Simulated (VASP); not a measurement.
Here is a VASP 6.6.1 calculation.

Contents of INCAR:

```
SYSTEM = CaO
PREC = Accurate
ENCUT = 520
EDIFF = 1E-6
ISMEAR = 0
SIGMA = 0.01
LREAL = .FALSE.
LASPH = .TRUE.
NELM = 80
ALGO = Normal
ISIF = 2
LWAVE = .FALSE.
LCHARG = .TRUE.
GGA = PE
LELF = .TRUE.
LVHAR = .TRUE.
NBANDS = 15
```

Contents of KPOINTS:

```
regular mesh
0
G
  8 8 8
  0 0 0
```

Contents of POSCAR:

```
CaO
1.0
    0.0000000000      2.4624220777      2.4624220777
    2.4624220777      0.0000000000      2.4624220777
    2.4624220777      2.4624220777      0.0000000000
Ca O
1 1
Direct
    0.0000000000      0.0000000000      0.0000000000
    0.5000000000      0.5000000000      0.5000000000
```

Potentials or basis: VASP PAW PBE potentials, release 64 (Ca_sv, O).

Command:

```sh
$ cat potpaw_PBE.64/Ca_sv/POTCAR potpaw_PBE.64/O/POTCAR > POTCAR
$ mpirun -np 1 vasp_std > vasp.out
```

Question: What does it give for the band gap on the k mesh?

Answer: 3.64 eV, indirect (least direct gap 4.03 eV).

Question: What does it give for the pressure?

Answer: -5.0 GPa.

 A k mesh can miss the band edges.
